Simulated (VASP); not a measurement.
# Ni (Fm-3m) in VASP: settings compared

The runs below take Ni through single point, with PBE, r2SCAN.

Program: VASP 6.6.1. These are calculated values, not measurements. Logs are shortened: lines on timing, memory, paths and dates and some standing lists are left out, and cuts for length are marked.

**1. The cell of the first run**

It takes space group Fm-3m (No. 225, cubic). The conventional cell has a = 3.475 Å, b = 3.475 Å, c = 3.475 Å, α = 90.00°, β = 90.00°, γ = 90.00°. Ni (site symmetry m-3m) has 12 Ni at 2.46 Å within 3.2 Å.

**2. Single point, PBE, collinear spin, ferromagnetic start**

Input file INCAR:

```
SYSTEM = Ni
PREC = Accurate
ENCUT = 690
EDIFF = 1E-6
ISMEAR = -1
SIGMA = 0.05
LREAL = .False.
LASPH = .True.
NELM = 200
ALGO = Normal
ISIF = 2
LWAVE = .False.
LCHARG = .False.
ISPIN = 2
MAGMOM = 0.5
LORBIT = 11
NUPDOWN = 0.5
LMAXMIX = 4
GGA = PE
NBANDS = 19
GGA_COMPAT = .False.
```

Input file KPOINTS:

```
regular mesh
0
Gamma
  11 11 11
  0 0 0
```

Input file POSCAR:

```
Ni
1.0
    0.0000000000      1.7375729330      1.7375729330
    1.7375729330      0.0000000000      1.7375729330
    1.7375729330      1.7375729330      0.0000000000
Ni
1
Direct
    0.0000000000      0.0000000000      0.0000000000
```

Potentials or basis: VASP PAW PBE potentials, release 64 (Ni_sv_GW).

The run is started by

```console
$ cat potpaw_PBE.64/Ni_sv_GW/POTCAR > POTCAR
$ mpirun -np 1 vasp_std > vasp.out
```

OUTCAR:

```text
SYSTEM = Ni
   PREC = Accurate
   ENCUT = 690
   EDIFF = 1E-6
   ISMEAR = -1
   LREAL = .False.
   LASPH = .True.
   NELM = 200
   ISIF = 2
   ISPIN = 2
   LORBIT = 11
   NUPDOWN = 0.5
   GGA = PE

 ion  position               nearest neighbor table
   1  0.000  0.000  0.000-

  LATTYP: Found a face centered cubic cell.
 ALAT       =     3.4751458660

  Lattice vectors:

 A1 = (   0.0000000000,   1.7375729330,   1.7375729330)
 A2 = (   1.7375729330,   0.0000000000,   1.7375729330)
 A3 = (   1.7375729330,   1.7375729330,   0.0000000000)

Analysis of symmetry for initial positions (statically):
=====================================================================
 Subroutine PRICEL returns:
 Original cell was already a primitive cell.

 Routine SETGRP: Setting up the symmetry group for a
 face centered cubic supercell.

 Subroutine GETGRP returns: Found 48 space group operations
 (whereof 48 operations were pure point group operations)
 out of a pool of 48 trial point group operations.

The static configuration has the point symmetry O_h .

Analysis of symmetry for dynamics (positions and initial velocities):
=====================================================================
 Subroutine PRICEL returns:
 Original cell was already a primitive cell.

 Routine SETGRP: Setting up the symmetry group for a
 face centered cubic supercell.

 Subroutine GETGRP returns: Found 48 space group operations
 (whereof 48 operations were pure point group operations)
 out of a pool of 48 trial point group operations.

The dynamic configuration has the point symmetry O_h .

Analysis of structural, dynamic, and magnetic symmetry:
=====================================================================
 Subroutine PRICEL returns:
 Original cell was already a primitive cell.

 Routine SETGRP: Setting up the symmetry group for a
 face centered cubic supercell.

 Subroutine GETGRP returns: Found 48 space group operations
 (whereof 48 operations were pure point group operations)
 out of a pool of 48 trial point group operations.

The overall configuration has the point symmetry O_h .

 Subroutine INISYM returns: Found 48 space group operations
 (whereof 48 operations are pure point group operations),
 and found     1 'primitive' translations

----------------------------------------------------------------------------------------

                                     Primitive cell

  volume of cell :      10.4920

  direct lattice vectors                    reciprocal lattice vectors
     0.000000000  1.737572933  1.737572933    -0.287757705  0.287757705  0.287757705
     1.737572933  0.000000000  1.737572933     0.287757705 -0.287757705  0.287757705
     1.737572933  1.737572933  0.000000000     0.287757705  0.287757705 -0.287757705

  length of vectors
     2.457299207  2.457299207  2.457299207     0.498410966  0.498410966  0.498410966

  position of ions in fractional coordinates (direct lattice)
     0.000000000  0.000000000  0.000000000

  ion indices of the primitive-cell ions
   primitive index   ion index
                 1           1

----------------------------------------------------------------------------------------

 KPOINTS: regular mesh

Automatic generation of k-mesh.
 Grid dimensions read from file:
 generate k-points for:   11   11   11

 Generating k-lattice:

  Cartesian coordinates                     Fractional coordinates (reciprocal lattice)
    -0.026159791  0.026159791  0.026159791     0.090909091  0.000000000  0.000000000
     0.026159791 -0.026159791  0.026159791     0.000000000  0.090909091  0.000000000
     0.026159791  0.026159791 -0.026159791     0.000000000  0.000000000  0.090909091

  Length of vectors
     0.045310088  0.045310088  0.045310088

  Shift w.r.t. Gamma in fractional coordinates (k-lattice)
     0.000000000  0.000000000  0.000000000

 Subroutine IBZKPT returns following result:
 ===========================================

 Found     56 irreducible k-points:

 Following reciprocal coordinates:
            Coordinates               Weight
  0.000000  0.000000  0.000000      1.000000
  0.090909  0.000000  0.000000      8.000000
  0.181818  0.000000  0.000000      8.000000
  0.272727  0.000000  0.000000      8.000000
  0.363636  0.000000  0.000000      8.000000
  0.454545  0.000000  0.000000      8.000000
[... 16 lines left out ...]
 -0.272727  0.181818  0.000000     24.000000
 -0.181818  0.181818  0.000000     12.000000
 [... further k-points ...]
   k-points           NKPTS =     56   k-points in BZ     NKDIM =     56   number of bands    NBANDS=     19
   number of dos      NEDOS =    301   number of ions     NIONS =      1
   total plane-waves  NPLWV =  13824
   dimension x,y,z NGX =    24 NGY =   24 NGZ =   24
   dimension x,y,z NGXF=    48 NGYF=   48 NGZF=   48
   ions per type =               1
   NGX,Y,Z   is equivalent  to a cutoff of  16.24, 16.24, 16.24 a.u.
   NGXF,Y,Z  is equivalent  to a cutoff of  32.47, 32.47, 32.47 a.u.
 SYSTEM =  Ni
   PREC   = accura    normal or accurate (medium, high low for compatibility)
   ISTART =      0    job   : 0-new  1-cont  2-samecut
   ICHARG =      2    charge: 1-file 2-atom 10-const
   ISPIN  =      2    spin polarized calculation?
   LNONCOLLINEAR =      F non collinear calculations
   LSORBIT =      F    spin-orbit coupling
   LASPH  =      T    aspherical Exc in radial PAW
   ENCUT  =  690.0 eV  50.71 Ry    7.12 a.u.   5.26  5.26  5.26*2*pi/ulx,y,z
   NELM   =    200;   NELMIN=  2; NELMDL= -5     # of ELM steps
   EDIFF  = 0.1E-05   stopping-criterion for ELM
   LREAL  =      F    real-space projection
   EDIFFG = 0.1E-04   stopping-criterion for IOM
   NSW    =      0    number of steps for IOM
   IBRION =     -1    ionic relax: 0-MD 1-quasi-New 2-CG
   NFREE  =      0    steps in history (QN), initial steepest desc. (CG)
   ISIF   =      2    stress and relaxation
   ISYM   =      2    0-nonsym 1-usesym 2-fastsym
   POTIM  = 0.5000    time-step for ionic-motion
   TEBEG  =    0.0;   TEEND  =   0.0 temperature during run
   PSTRESS=    0.0 pullay stress
   NELECT =      18.0000    total number of electrons
   NUPDOWN=       0.5000    fix difference up-down
   EMIN   =  10.00;   EMAX   =-10.00  energy-range for DOS
   EFERMI =   0.00;   METHOD = LEGACY
   ISMEAR =    -1;   SIGMA  =   0.05  broadening in eV -4-tet -1-fermi 0-gaus
   EFERMI_NEDOS =   21; number of points for ismear=-14 and -15
   IALGO  =     38    algorithm
   IMIX   =      4    mixing-type and parameters
     AMIX     =   0.40;   BMIX     =  1.00
     AMIX_MAG =   1.60;   BMIX_MAG =  1.00
  volume/ion in A,a.u.               =      10.49        70.80
  Fermi-wavevector in a.u.,A,eV,Ry     =   1.959804  3.703492 52.257684  3.840831
  Thomas-Fermi vector in A             =   2.985109
   LORBIT       =     11    0 simple, 1 ext, 2 COOP (PROOUT), +10 PAW based schemes
   GGA     = PE    functional components
   LHFCALC =     F    Hartree Fock is set to
   AEXX    =    0.0000 exact exchange contribution
   IVDW    =     0    specifies the selected vdW correction
   LEPSILON=     F    determine dielectric tensor
   LRPA    =     F    only Hartree local field effects (RPA)
 spin polarized calculation
  energy-cutoff  :      690.00
  volume of cell :       10.49
 maximum number of plane-waves:       444
 NGX is ok and might be reduce to    24
   NGX = 11   NGY = 11   NGZ = 11

 number of electron      17.9999993 magnetization       0.5000000

 Free energy of the ion-electron system (eV)
  ---------------------------------------------------
  ext. energy  EPLUGINS =         0.00000000
  ---------------------------------------------------
  free energy    TOTEN  =        -6.41078937 eV

  energy without entropy =       -6.39177266  energy(sigma->0) =       -6.40128101

 E-fermi :   8.3001     XC(G=0): -14.1109

 val. band max:        8.2526690935   @ k =   0.3636   0.2727   0.0000
 cond. band min:       8.3061521690   @ k =   0.3636   0.2727   0.0000
 fundamental gap:      0.0534830756
 Fermi energy:         7.9750313637

 spin component 1

 k-point     1 :       0.0000    0.0000    0.0000
  band No.  band energies     occupation
      1     -95.3356      1.00000
      2     -55.5761      1.00000
      3     -55.5761      1.00000
      4     -55.5761      1.00000
      5      -1.0534      1.00000
      6       5.8506      1.00000
[... 11 lines left out ...]
     18      42.3946      0.00000
     19      49.1884      0.00000

 k-point     2 :       0.0909    0.0000    0.0000
  band No.  band energies     occupation
      1     -95.3332      1.00000
      2     -55.5967      1.00000
      3     -55.5793      1.00000
      4     -55.5793      1.00000
      5      -0.7222      1.00000
      6       5.7626      1.00000
[... 476 lines left out ...]
 k-point    24 :      -0.1818    0.1818    0.0000
  band No.  band energies     occupation
      1     -95.3102      1.00000
      2     -55.7141      1.00000
      3     -55.6357      1.00000
      4     -55.5950      1.00000
      5       2.0980      1.00000
      6       5.2076      1.00000
[... 11 lines left out ...]
     18      47.1642      0.00000
     19      50.3930      0.00000

 [... further k-points ...]

 spin component 2

 k-point     1 :       0.0000    0.0000    0.0000
  band No.  band energies     occupation
      1     -94.6580      1.00000
      2     -54.9138      1.00000
      3     -54.9138      1.00000
      4     -54.9138      1.00000
      5      -1.0969      1.00000
      6       6.4647      1.00000
[... 11 lines left out ...]
     18      42.2618      0.00000
     19      49.3285      0.00000

 k-point     2 :       0.0909    0.0000    0.0000
  band No.  band energies     occupation
      1     -94.6555      1.00000
      2     -54.9350      1.00000
      3     -54.9170      1.00000
      4     -54.9170      1.00000
      5      -0.7652      1.00000
      6       6.3667      1.00000
[... 476 lines left out ...]
 k-point    24 :      -0.1818    0.1818    0.0000
  band No.  band energies     occupation
      1     -94.6320      1.00000
      2     -55.0558      1.00000
      3     -54.9750      1.00000
      4     -54.9331      1.00000
      5       2.0914      1.00000
      6       5.7497      1.00000
[... 11 lines left out ...]
     18      47.2605      0.00000
     19      50.3491      0.00000

 [... further k-points ...]

------------------------ aborting loop because EDIFF is reached ----------------------------------------

  FORCE on cell =-STRESS in cart. coord.  units (eV):
  Direction    XX          YY          ZZ          XY          YZ          ZX
  --------------------------------------------------------------------------------------
  -------------------------------------------------------------------------------------
  Total        0.4702603      0.4702603      0.4702603      0.0000000      0.0000000      0.0000000
  in kB       71.8107968     71.8107968     71.8107968      0.0000000      0.0000000      0.0000000
  external PRESSURE =      71.8107968 kB  Pullay stress =       0.0000000 kB

 VOLUME and BASIS-vectors are now :
 -----------------------------------------------------------------------------
  energy-cutoff  :      690.00
  volume of cell :       10.49
      direct lattice vectors                 reciprocal lattice vectors
     0.000000000  1.737572933  1.737572933    -0.287757705  0.287757705  0.287757705
     1.737572933  0.000000000  1.737572933     0.287757705 -0.287757705  0.287757705
     1.737572933  1.737572933  0.000000000     0.287757705  0.287757705 -0.287757705

 POSITION                                       TOTAL-FORCE (eV/Angst)
 -----------------------------------------------------------------------------------
      0.00000      0.00000      0.00000         0.000000      0.000000      0.000000
 -----------------------------------------------------------------------------------
    total drift:                                0.000000     -0.000000     -0.000000

  FREE ENERGIE OF THE ION-ELECTRON SYSTEM (eV)
  ---------------------------------------------------
  free  energy   TOTEN  =        -6.4107893683 eV

  energy  without entropy=       -6.3917726612  energy(sigma->0) =       -6.40128101

 total charge

# of ion       s       p       d       f       tot
--------------------------------------------------
    1        2.246   6.313   7.816   0.006  16.380

 magnetization (x)

# of ion       s       p       d       f       tot
--------------------------------------------------
    1       -0.002  -0.016   0.554  -0.000   0.536
```

It took 44 s on 1 thread of Intel Xeon Platinum 8375C at 2.90GHz (Ice Lake), shared host; peak memory 0.18 GiB.

Results:

- Free energy: -6.4108 eV
- Pressure: 7.2 GPa
- Net moment: 0.50 μB per cell
- Site moments: Ni +0.54 μB
- Valence electrons inside the program's atomic spheres: Ni 16.38

Caveat: the cell stands under pressure; the total moment is fixed, so each spin has its own Fermi level and the state may be an excited one.

**3. Single point, PBE, collinear spin, ferromagnetic start**

Input file INCAR:

```
SYSTEM = Ni
  PREC = Accurate
  ENCUT = 690
  EDIFF = 1E-6
  ISMEAR = -1
  SIGMA = 0.05
  LREAL = .False.
  LASPH = .True.
  NELM = 200
  ALGO = Normal
  ISIF = 2
  LWAVE = .False.
  LCHARG = .False.
  ISPIN = 2
  MAGMOM = 1.2
  LORBIT = 11
  NUPDOWN = 1.2
  LMAXMIX = 4
  GGA = PE
  NBANDS = 19
  GGA_COMPAT = .False.
```

Input file KPOINTS:

```
Automatic mesh
0
Gamma
  11 11 11
  0 0 0
```

POSCAR is that of step 2.

Potentials or basis: VASP PAW PBE potentials, release 64 (Ni_sv_GW).

The run is started by

```console
$ cat potpaw_PBE.64/Ni_sv_GW/POTCAR > POTCAR
$ mpirun -np 1 vasp_std > vasp.out
```

Run time: 27 s. Hardware: 1 thread of Intel Xeon Platinum 8488C (Sapphire Rapids), shared host; peak memory 0.17 GiB.

The run converged. Its results:

```
Free energy                                           : -6.1659 eV
Pressure                                              : 14.0 GPa
Net moment                                            : 1.20 μB per cell
Site moments                                          : Ni +1.18 μB
Valence electrons inside the program's atomic spheres : Ni 16.36
```

Caveat: the cell stands under pressure; the total moment is fixed, so each spin has its own Fermi level and the state may be an excited one.

**4. Single point, PBE, collinear spin, ferromagnetic start**

POSCAR is that of step 3.

Input file INCAR.step1:

```
ISPIN = 2
MAGMOM = 1
LORBIT = 11
ISMEAR = 1
SIGMA = 0.1
LWAVE = T
LCHARG = T
ISIF = 2
NELM = 100
ALGO = Normal
PREC = Accurate
LASPH = T
LREAL = F
EDIFF = 1E-5
GGA_COMPAT = F
ENCUT = 400
LMAXMIX = 4
GGA = PE
```

Input file INCAR.step2:

```
GGA = PE
ISPIN = 2
MAGMOM = 1
LORBIT = 11
ISMEAR = 1
SIGMA = 0.1
LWAVE = F
LCHARG = F
ISIF = 2
NELM = 100
ALGO = All
PREC = Accurate
LASPH = T
LREAL = F
EDIFF = 1E-6
GGA_COMPAT = F
ENCUT = 400
LMAXMIX = 4
ISTART = 1
ISEARCH = 1
```

Input file KPOINTS:

```
k-points
0
Gamma
  13 13 13
```

Potentials or basis: VASP PAW PBE potentials, release 64 (Ni).

The run is started by

```console
$ cat potpaw_PBE.64/Ni/POTCAR > POTCAR
$ cp INCAR.step1 INCAR
$ mpirun -np 1 vasp_std > vasp.out
$ cp INCAR.step2 INCAR
$ mpirun -np 1 vasp_std > vasp.out
```

It took 21 s on 1 thread of AMD EPYC 7R43 (Zen 3), shared host; peak memory 0.09 GiB.

Results (log left out):

| Item | Value |
| --- | --- |
| Free energy | -5.4652 eV |
| Pressure | 7.1 GPa |
| Net moment | 0.62 μB per cell |
| Site moments | Ni +0.63 μB |
| Valence electrons inside the program's atomic spheres | Ni 9.37 |

Levels at points of the mesh, in eV from the Fermi level:
Spin up:
| k point | band 1 | band 2 | band 3 | band 4 | band 5 | band 6 | band 7 | band 8 | band 9 | band 10 |
| --- | --- | --- | --- | --- | --- | --- | --- | --- | --- | --- |
| (0.00, 0.00, 0.00) | -9.28 | -2.54 | -2.54 | -2.54 | -1.29 | -1.29 | 24.02 | 28.17 | 28.17 | 28.17 |
Spin down:
```csv
k point,band 2,band 3,band 4,band 5,band 6,band 7,band 8,band 9
"(0.00, 0.00, 0.00)",-1.79,-1.79,-1.79,-0.72,-0.72,23.87,28.15,28.15
```

Caveat: the cell stands under pressure.

**5. Single point, r2SCAN, collinear spin, ferromagnetic start**

This run uses another cell than the first one, of 10.70 Å³/atom.

Input file POSCAR:

```
Ni
1.0
    0.0000000000      1.7490803739      1.7490803739
    1.7490803739      0.0000000000      1.7490803739
    1.7490803739      1.7490803739      0.0000000000
Ni
1
Direct
    0.0000000000      0.0000000000      0.0000000000
```

Input file INCAR.step1:

```
SYSTEM = Ni
PREC = Accurate
ENCUT = 760
ISMEAR = -1
SIGMA = 0.05
LREAL = .FALSE.
LASPH = .TRUE.
NELM = 200
ISPIN = 2
MAGMOM = 1
LMAXMIX = 4
NBANDS = 19
GGA = PE
ALGO = Normal
EDIFF = 1E-5
LWAVE = .TRUE.
LCHARG = .FALSE.
GGA_COMPAT = .FALSE.
```

Input file INCAR.step2:

```
SYSTEM = Ni
PREC = Accurate
ENCUT = 760
EDIFF = 1E-6
ISMEAR = -1
SIGMA = 0.05
LREAL = .FALSE.
LASPH = .TRUE.
NELM = 200
ALGO = Normal
ISIF = 2
LWAVE = .FALSE.
LCHARG = .FALSE.
ISPIN = 2
MAGMOM = 1
LORBIT = 11
LMAXMIX = 4
METAGGA = R2SCAN
LMIXTAU = .TRUE.
NBANDS = 19
ISTART = 1
GGA_COMPAT = .FALSE.
```

Input file KPOINTS:

```
regular mesh
0
G
  13 13 13
  0 0 0
```

Potentials or basis: VASP PAW PBE potentials, release 64 (Ni_sv_GW).

The run is started by

```console
$ cat potpaw_PBE.64/Ni_sv_GW/POTCAR > POTCAR
$ cp INCAR.step1 INCAR
$ mpirun -np 1 vasp_std > vasp.out
$ cp INCAR.step2 INCAR
$ mpirun -np 1 vasp_std > vasp.out
```

Run time: 6.7 min. Hardware: 1 thread of AMD EPYC 7R43 (Zen 3), shared host; peak memory 0.17 GiB.

It converged, with:

* Free energy: -12.9050 eV
* Pressure: -4.3 GPa
* Net moment: 0.74 μB per cell
* Site moments: Ni +0.81 μB
* Valence electrons inside the program's atomic spheres: Ni 16.37

Levels at points of the mesh, in eV from the Fermi level:
Spin up:
```tsv
k point	band 7	band 8	band 9	band 10	band 11	band 12
(0.00, 0.00, 0.00)	-3.07	-3.07	-1.73	-1.73	24.37	28.70
```
Spin down:
| k point | band 5 | band 6 | band 7 | band 8 | band 9 | band 10 | band 11 | band 12 | band 13 | band 14 |
| --- | --- | --- | --- | --- | --- | --- | --- | --- | --- | --- |
| (0.00, 0.00, 0.00) | -9.94 | -1.67 | -1.67 | -1.67 | -0.95 | -0.95 | 23.94 | 28.78 | 28.78 | 28.78 |

Caveat: the cell stands under tension; the PAW data sets were made with another functional, which shifts forces and pressure a little.

**6. Summary**

```tsv
level	potentials or basis	fixed moment (μB)	cell	k mesh	cutoff (eV)	smearing	dipole correction	tolerance level	purpose	gap on the mesh (eV)	pressure (GPa)	moment (μB)
PBE	VASP PAW PBE potentials, release 64 (Ni_sv_GW)	0.5	a = 2.457 Å, angles 60.0°, 1 atom	11 × 11 × 11	690	fermi-dirac 0.05 eV	no	-	-	-	7.2	0.50
PBE	VASP PAW PBE potentials, release 64 (Ni_sv_GW)	1.2	a = 2.457 Å, angles 60.0°, 1 atom	11 × 11 × 11	690	fermi-dirac 0.05 eV	no	-	-	-	14.0	1.20
PBE	VASP PAW PBE potentials, release 64 (Ni)	-	a = 2.457 Å, angles 60.0°, 1 atom	13 × 13 × 13	400	methfessel-paxton 0.1 eV	-	standard	a run that is hard to end	none	7.1	0.62
r2SCAN	VASP PAW PBE potentials, release 64 (Ni_sv_GW)	-	a = 2.474 Å, angles 60.0°, 1 atom	13 × 13 × 13	760	fermi-dirac 0.05 eV	no	-	-	none	-4.3	0.74
```

Alike in all rows: task single point; spin collinear, ferromagnetic start.

Caveats: the cell stands under pressure (at least some runs); the total moment is fixed, so each spin has its own Fermi level and the state may be an excited one (at least some runs); the cell stands under tension (at least some runs); the PAW data sets were made with another functional, which shifts forces and pressure a little (at least some runs).

Total energies depend on the potentials used, so only differences within one code and one set of settings carry meaning.

The gap in the log of VASP goes by the Fermi energy; the results here count the filled bands.